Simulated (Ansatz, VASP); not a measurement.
Si: VASP beside Ansatz

Contents of INCAR:

```
PREC = Accurate
ENCUT = 520
EDIFF = 1E-7
ISMEAR = 0
SIGMA = 0.1
LREAL = False
LASPH = True
NELM = 60
ALGO = Normal
ISIF = 2
LWAVE = False
LCHARG = False
LDIPOL = True
IDIPOL = 3
DIPOL = 0.5 0.5 0.500
GGA = PE
NBANDS = 11
```

KPOINTS

```
regular mesh
0
Gamma
  15 15 1
```

File POSCAR:

```
Si
1.0
    3.6260000000      0.0000000000      0.0000000000
   -1.8130000000      3.1402081141      0.0000000000
    0.0000000000      0.0000000000     28.0000000000
Si
2
Direct
    0.3333333333      0.6666666667      0.5025535714
    0.6666666667      0.3333333333      0.4974464286
```

Input for Ansatz:

```yaml
crystal:
  lattice:
    - [3.626, 0.0, 0.0]
    - [-1.813, 3.1402081141, 0.0]
    - [0.0, 0.0, 28.0]
  atoms:
    - { symbol: Si, position: [0.3333333333, 0.6666666667, 0.5025535714] }
    - { symbol: Si, position: [0.6666666667, 0.3333333333, 0.4974464286] }
  periodic: [true, true, false]
basis:
  ecutwfc: 420
kpoints:
  mp_grid: { grid: [15, 15, 1] }
hamiltonian:
  xc: pbe
  pseudopotentials: { kind: paw, azcp: { folder: soft_1 } }
scf:
  occupations: { method: gaussian, width: 0.1 }
output:
  forces: true
  stress: true
  eigenvalues: true
```

Alike in both runs: task single point; functional PBE; k mesh 15 × 15 × 1; occupations gaussian, width 0.1 eV; no spin polarisation.

```csv
,VASP,Ansatz
version,VASP 6.6.1,Ansatz 0.2.0
potentials or method,"VASP PAW PBE potentials, release 64 (Si), cutoff 520 eV","scalar-relativistic, plane waves, PAW"
valence electrons in the cell,8,8
```

|  | VASP | Ansatz | Ansatz less VASP |
| --- | --- | --- | --- |
| gap on the k mesh at the Fermi level (eV) | none | none | - |
| rms of the force components (eV/Å) | 0.254 | 0.255 | +0.0014 |

Atom by atom the forces differ by 0.001 eV/Å (rms over components). A gap of «none» marks a metal or a gap that the smearing closes.
